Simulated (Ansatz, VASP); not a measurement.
One calculation of CaSe, two programs

```xyz
2
Lattice="2.9345 2.9345 0.0000 -2.9345 2.9345 0.0000 0.0000 2.9345 2.9345" Properties=species:S:1:pos:R:3 pbc="T T T"
Ca    0.0000    0.0000    0.0000
Se    0.0000    2.9345    0.0000
```

Alike in both runs: task single point; functional PBEsol; k mesh 8 × 8 × 8; non-collinear spin, spin-orbit coupling.

|  | VASP | Ansatz |
| --- | --- | --- |
| version | VASP 6.6.1 | Ansatz 0.2.0 |
| potentials or method | VASP PAW PBE potentials, release 64 (Ca_sv, Se), cutoff 520 eV | all-electron LAPW |
| occupations | gaussian, width 0.01 eV | fixed |

|  | VASP | Ansatz | Ansatz less VASP |
| --- | --- | --- | --- |
| pressure (GPa) | 0.2 | 0.0 | -0.21 |

VASP's potentials were made for PBE, not for PBEsol. Ansatz ran all-electron here, and VASP with PAW potentials.
